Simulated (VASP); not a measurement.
# Pd in VASP: single point with PBE

Aim: the single point of Pd with PBE.

All numbers are computed with VASP 6.6.1; they aren't measurements. Logs are shortened: lines on timing, memory, paths and dates and some standing lists are left out, and cuts for length are marked.

## 1. The cell of the first run

The cell holds a slab with vacuum, 18 atoms: a = 11.670 Å, b = 5.501 Å, c = 15.751 Å, α = 90.00°, β = 90.00°, γ = 90.00°.

## 2. Single point, PBE

File INCAR:

```
  ALGO = Normal
  EDIFF = 1E-6
  ENCUT = 520
  GGA = PE
  ISIF = 2
  ISMEAR = -1
  LASPH = True
  LCHARG = False
  LREAL = Auto
  LWAVE = False
  NBANDS = 105
  NELM = 60
  PREC = Accurate
  SIGMA = 0.1
```

File KPOINTS:

```
k-points
0
Gamma
  1 2 1
```

File POSCAR:

```
Pd
1.0
   11.6700000000      0.0000000000      0.0000000000
    0.0000000000      5.5012910000      0.0000000000
    0.0000000000      0.0000000000     15.7506450000
Pd
18
Direct
    0.0000000000      0.0000000000      0.0634895000
    0.3333333333      0.0000000000      0.0634895000
    0.6666666667      0.0000000000      0.0634895000
    0.0000000000      0.5000000000      0.0634895000
    0.3333333333      0.5000000000      0.0634895000
    0.6666666667      0.5000000000      0.0634895000
    0.1666666667      0.2500000000      0.1491554452
    0.5000000000      0.2500000000      0.1491554452
    0.8333333333      0.2500000000      0.1491554452
    0.1666666667      0.7500000000      0.1491554452
    0.5000000000      0.7500000000      0.1491554452
    0.8333333333      0.7500000000      0.1491554452
    0.0000000000      0.0000000000      0.2347949041
    0.3333333333      0.0000000000      0.2347949041
    0.6666666667      0.0000000000      0.2347949041
    0.0000000000      0.5000000000      0.2347949041
    0.3333333333      0.5000000000      0.2347949041
    0.6666666667      0.5000000000      0.2347949041
```

Potentials or basis: VASP PAW PBE potentials, release 64 (Pd).

Run with:

```sh
> cat potpaw_PBE.64/Pd/POTCAR > POTCAR
> mpirun -np 1 vasp_std > vasp.out
```

OUTCAR:

```text
EDIFF = 1E-6
   ENCUT = 520
   GGA = PE
   ISIF = 2
   ISMEAR = -1
   LASPH = True
   LREAL = Auto
   NELM = 60
   PREC = Accurate

 ion  position               nearest neighbor table
   1  0.000  0.000  0.063-  13 2.70   9 2.74  10 2.74  12 2.74   7 2.74   4 2.75   4 2.75
   2  0.333  0.000  0.063-  14 2.70  10 2.74   7 2.74  11 2.74   8 2.74   5 2.75   5 2.75
   3  0.667  0.000  0.063-  15 2.70  12 2.74   9 2.74   8 2.74  11 2.74   6 2.75   6 2.75
   4  0.000  0.500  0.063-  16 2.70   9 2.74  10 2.74  12 2.74   7 2.74   1 2.75   1 2.75
   5  0.333  0.500  0.063-  17 2.70  10 2.74   7 2.74  11 2.74   8 2.74   2 2.75   2 2.75
   6  0.667  0.500  0.063-  18 2.70  12 2.74   9 2.74   8 2.74  11 2.74   3 2.75   3 2.75
   7  0.167  0.250  0.149-  14 2.74  17 2.74  16 2.74  13 2.74   2 2.74   5 2.74   4 2.74   1 2.74
                            10 2.75  10 2.75
   8  0.500  0.250  0.149-  14 2.74  15 2.74  17 2.74  18 2.74   2 2.74   3 2.74   5 2.74   6 2.74
                            11 2.75  11 2.75
   9  0.833  0.250  0.149-  15 2.74  18 2.74  16 2.74  13 2.74   3 2.74   6 2.74   4 2.74   1 2.74
                            12 2.75  12 2.75
  10  0.167  0.750  0.149-  14 2.74  17 2.74  16 2.74  13 2.74   2 2.74   5 2.74   4 2.74   1 2.74
                             7 2.75   7 2.75
  11  0.500  0.750  0.149-  14 2.74  15 2.74  17 2.74  18 2.74   2 2.74   3 2.74   5 2.74   6 2.74
                             8 2.75   8 2.75
  12  0.833  0.750  0.149-  15 2.74  18 2.74  16 2.74  13 2.74   3 2.74   6 2.74   4 2.74   1 2.74
[... 15 lines left out ...]
 A1 = (   0.0000000000,  -5.5012910000,   0.0000000000)
 A2 = (  11.6700000000,   0.0000000000,   0.0000000000)
 A3 = (   0.0000000000,   0.0000000000,  15.7506450000)

Analysis of symmetry for initial positions (statically):
=====================================================================
 Subroutine PRICEL returns following result:

  LATTYP: Found a simple orthorhombic cell.
 ALAT       =     2.7506455000
 B/A-ratio  =     1.4142134999
 C/A-ratio  =     5.7261631861

  Lattice vectors:

 A1 = (   0.0000000000,  -2.7506455000,   0.0000000000)
 A2 = (   3.8899999996,   0.0000000000,   0.0000000000)
 A3 = (   0.0000000000,   0.0000000000,  15.7506450000)

   6 primitive cells build up your supercell.

 Routine SETGRP: Setting up the symmetry group for a
 simple orthorhombic supercell.

 Subroutine GETGRP returns: Found  4 space group operations
 (whereof  4 operations were pure point group operations)
 out of a pool of  8 trial point group operations.

The static configuration has the point symmetry C_2v.

Analysis of symmetry for dynamics (positions and initial velocities):
=====================================================================
 Subroutine PRICEL returns following result:

  LATTYP: Found a simple orthorhombic cell.
[... 116 lines left out ...]
   IMIX   =      4    mixing-type and parameters
     AMIX     =   0.40;   BMIX     =  1.00
     AMIX_MAG =   1.60;   BMIX_MAG =  1.00
  volume/ion in A,a.u.               =      56.18       379.10
  Fermi-wavevector in a.u.,A,eV,Ry     =   0.920918  1.740283 11.538970  0.848090
  Thomas-Fermi vector in A             =   2.046277
   LORBIT       =      0    0 simple, 1 ext, 2 COOP (PROOUT), +10 PAW based schemes
   GGA     = PE    functional components
   LHFCALC =     F    Hartree Fock is set to
   AEXX    =    0.0000 exact exchange contribution
   IVDW    =     0    specifies the selected vdW correction
   LEPSILON=     F    determine dielectric tensor
   LRPA    =     F    only Hartree local field effects (RPA)
 non-spin polarized calculation
  energy-cutoff  :      520.00
  volume of cell :     1011.19
 maximum number of plane-waves:     27264
 NGX is ok and might be reduce to    90
   NGX = 43   NGY = 21   NGZ = 59

 number of electron     180.0000078 magnetization

 Free energy of the ion-electron system (eV)
  ---------------------------------------------------
  ext. energy  EPLUGINS =         0.00000000
  ---------------------------------------------------
  free energy    TOTEN  =       -82.29796135 eV

  energy without entropy =      -80.79864373  energy(sigma->0) =      -81.54830254

 E-fermi :  -0.9033     XC(G=0):  -4.6699

 val. band max:       -0.9384441716   @ k =   0.0000   0.5000   0.0000
 cond. band min:      -0.8669026484   @ k =   0.0000   0.0000   0.0000
 fundamental gap:      0.0715415232
 Fermi energy:        -0.9032989322

 k-point     1 :       0.0000    0.0000    0.0000
  band No.  band energies     occupation
      1      -6.3980      2.00000
      2      -5.6955      2.00000
      3      -5.6955      2.00000
      4      -5.4645      2.00000
      5      -5.4241      2.00000
      6      -5.2100      2.00000
[... 94 lines left out ...]
    101       1.9734      0.00000
    102       1.9734      0.00000

 k-point     2 :       0.0000    0.5000    0.0000
  band No.  band energies     occupation
      1      -5.4747      2.00000
      2      -5.4747      2.00000
      3      -4.7608      2.00000
      4      -4.7608      2.00000
      5      -4.7608      2.00000
      6      -4.7608      2.00000
[... 94 lines left out ...]
    101       1.4770      0.00000
    102       1.4770      0.00000
 [bands above 102 left out]

------------------------ aborting loop because EDIFF is reached ----------------------------------------

  FORCE on cell =-STRESS in cart. coord.  units (eV):
  Direction    XX          YY          ZZ          XY          YZ          ZX
  --------------------------------------------------------------------------------------
  -------------------------------------------------------------------------------------
  Total       -6.0954455    -10.5761956     -0.4484195      0.0000000      0.0000000      0.0000000
  in kB       -9.6578892    -16.7573847     -0.7104954      0.0000000      0.0000000      0.0000000
  external PRESSURE =      -9.0419231 kB  Pullay stress =       0.0000000 kB

 VOLUME and BASIS-vectors are now :
 -----------------------------------------------------------------------------
  energy-cutoff  :      520.00
  volume of cell :     1011.19
      direct lattice vectors                 reciprocal lattice vectors
    11.670000000  0.000000000  0.000000000     0.085689803  0.000000000  0.000000000
     0.000000000  5.501291000  0.000000000     0.000000000  0.181775514  0.000000000
     0.000000000  0.000000000 15.750645000     0.000000000  0.000000000  0.063489463

 POSITION                                       TOTAL-FORCE (eV/Angst)
 -----------------------------------------------------------------------------------
      0.00000      0.00000      1.00000        -0.000000      0.000000      0.018349
      3.89000      0.00000      1.00000        -0.000000      0.000000      0.018349
      7.78000      0.00000      1.00000         0.000000     -0.000000      0.018349
      0.00000      2.75065      1.00000        -0.000000      0.000000      0.018349
      3.89000      2.75065      1.00000        -0.000000      0.000000      0.018349
      7.78000      2.75065      1.00000         0.000000     -0.000000      0.018349
[... 10 lines left out ...]
      3.89000      2.75065      3.69817        -0.000000      0.000000     -0.018439
      7.78000      2.75065      3.69817         0.000000     -0.000000     -0.018439
 -----------------------------------------------------------------------------------
    total drift:                                0.000000     -0.000000      0.020141

  FREE ENERGIE OF THE ION-ELECTRON SYSTEM (eV)
  ---------------------------------------------------
  free  energy   TOTEN  =       -82.2979613461 eV

  energy  without entropy=      -80.7986437268  energy(sigma->0) =      -81.54830254
```

OSZICAR:

```text
N       E                     dE             d eps       ncg     rms          rms(c)
DAV:   1     0.115116796662E+04    0.11512E+04   -0.75198E+04   420   0.141E+03
DAV:   2     0.111582883471E+02   -0.11400E+04   -0.10681E+04   480   0.285E+02
DAV:   3    -0.814041089504E+02   -0.92562E+02   -0.83098E+02   528   0.690E+01
[... 15 lines left out ...]
DAV:  19    -0.822978158232E+02   -0.58535E-03   -0.60751E-05   420   0.113E-02    0.584E-03
DAV:  20    -0.822979014718E+02   -0.85649E-04   -0.62756E-06   376   0.446E-03    0.235E-03
DAV:  21    -0.822979545657E+02   -0.53094E-04   -0.35389E-06   308   0.287E-03    0.975E-04
DAV:  22    -0.822979608437E+02   -0.62780E-05   -0.41492E-07   280   0.120E-03    0.556E-04
DAV:  23    -0.822979613461E+02   -0.50245E-06   -0.48154E-08   262   0.628E-04
   1 F= -.82297961E+02 E0= -.81548303E+02  d E =-.149932E+01
```

stdout:

```text
POSCAR found type information on POSCAR Pd
 POSCAR found :  1 types and      18 ions
 scaLAPACK will be used
 LDA part: xc-table for (Slater+PW92), standard interpolation
 POSCAR, INCAR and KPOINTS ok, starting setup
 FFT: planning ... GRIDC
 FFT: planning ... GRID_SOFT
 FFT: planning ... GRID
 WAVECAR not read
 entering main loop
```

Run time: 7.6 min. Hardware: 1 thread of Intel Xeon Platinum 8259CL at 2.50GHz (Skylake/Cascade Lake), shared host; peak memory 0.86 GiB.

Results:

```
Free energy            : -82.2980 eV
Largest force          : 0.018 eV/Å
Band gap on the k mesh : zero (bands 90 and 91 overlap by 0.07 eV)
```

Forces in eV/Å, atoms in the order of the input:
```
Pd   0.000  0.000  0.018
Pd   0.000  0.000  0.018
Pd   0.000  0.000  0.018
Pd   0.000  0.000  0.018
Pd   0.000  0.000  0.018
Pd   0.000  0.000  0.018
Pd   0.000  0.000  0.000
Pd   0.000  0.000  0.000
Pd   0.000  0.000  0.000
Pd   0.000  0.000  0.000
Pd   0.000  0.000  0.000
Pd   0.000  0.000  0.000
Pd   0.000  0.000 -0.018
Pd   0.000  0.000 -0.018
Pd   0.000  0.000 -0.018
Pd   0.000  0.000 -0.018
Pd   0.000  0.000 -0.018
Pd   0.000  0.000 -0.018
```

Caveat: the k points lie up to 0.57 Å⁻¹ apart.
